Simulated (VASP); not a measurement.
A run of VASP 6.6.1 is set up as follows.

File INCAR:

```
PREC = Accurate
ENCUT = 520
EDIFF = 1E-6
ISMEAR = -1
SIGMA = 0.1
LREAL = F
LASPH = T
NELM = 100
ALGO = Normal
ISIF = 2
LWAVE = F
LCHARG = F
NBANDS = 11
```

Contents of KPOINTS:

```
regular mesh
0
Gamma
  15 15 11
```

The input POSCAR:

```
Si
1.0
   -2.2770285943      2.2781164807      1.2571237702
    2.2781164807     -2.2770285943      1.2571237702
    2.2775970452      2.2775970452     -1.2551313041
Si
2
Direct
    0.0000145753      0.9999854247      0.0000000000
    0.7499854247      0.2500145753      0.5000000000
```

Potentials or basis: VASP PAW LDA potentials, release 64 (Si).

Run with:

```console
$ cat potpaw_LDA.64/Si/POTCAR > POTCAR
$ mpirun -np 1 vasp_std > vasp.out
```

Task: What does it give for the largest force?

Result: 0.005 eV/Å.

Task: What does it give for the band gap on the k mesh?

Result: Zero (bands 4 and 5 overlap by 7.42 eV).

Task: Estimate the pressure.

Result: 20.0 GPa.

Stress tensor (GPa, compression positive):
```
20.64  0.04 -0.11
 0.04 20.64 -0.11
-0.11 -0.11 18.81
```

Caveat: the cell stands under pressure.
